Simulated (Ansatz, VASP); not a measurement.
**AlCu3 in VASP and in Ansatz**

Contents of INCAR:

```
ALGO = Normal
EDIFF = 1E-6
ENCUT = 520
GGA = PS
ISIF = 2
ISMEAR = 0
LASPH = True
LCHARG = False
LREAL = False
LWAVE = False
NBANDS = 26
NELM = 100
PREC = Accurate
SIGMA = 0.1
```

KPOINTS

```
k-points
0
Gamma
  12 12 12
```

File POSCAR:

```
AlCu3
1.0
    3.5524802985      0.0000000000      0.0000000000
    0.0000000000      3.5524802985      0.0000000000
    0.0000000000      0.0000000000      3.5524802985
Al Cu
1 3
Direct
    0.0000000000      0.0000000000      0.0000000000
    0.5000000000      0.5000000000      0.0000000000
    0.5000000000      0.0000000000      0.5000000000
    0.0000000000      0.5000000000      0.5000000000
```

Input for Ansatz:

```yaml
crystal:
  lattice:
    - [3.5524802985, 0.0, 0.0]
    - [0.0, 3.5524802985, 0.0]
    - [0.0, 0.0, 3.5524802985]
  atoms:
    - { symbol: Al, position: [0.0, 0.0, 0.0] }
    - { symbol: Cu, position: [0.5, 0.5, 0.0] }
    - { symbol: Cu, position: [0.5, 0.0, 0.5] }
    - { symbol: Cu, position: [0.0, 0.5, 0.5] }
basis:
  ecutwfc: 420
kpoints:
  mp_grid: { grid: [12, 12, 12] }
hamiltonian:
  xc: pbesol
scf:
  occupations: { method: gaussian, width: 0.1 }
output:
  forces: true
  stress: true
  eigenvalues: true
```

Alike in both runs: task single point; functional PBEsol; k mesh 12 × 12 × 12; occupations gaussian, width 0.1 eV; no spin polarisation.

|  | VASP | Ansatz |
| --- | --- | --- |
| version | VASP 6.6.1 | Ansatz 0.2.0 |
| potentials or method | VASP PAW PBE potentials, release 64 (Al, Cu), cutoff 520 eV | scalar-relativistic, plane waves, PAW |
| valence electrons in the cell | 36 | 60 |

VASP gave:

```
gap on the k mesh at the Fermi level (eV) : none
pressure (GPa)                            : 12.3
```

Question: Which values does Ansatz return?

Answer: gap on the k mesh at the Fermi level (eV): none; pressure (GPa): 11.8.

VASP's potentials were made for PBE, not for PBEsol. A gap of «none» marks a metal or a gap that the smearing closes. VASP's potentials hold 36 valence electrons a cell and Ansatz's 60, so a difference there can come from the potentials and not from the codes.
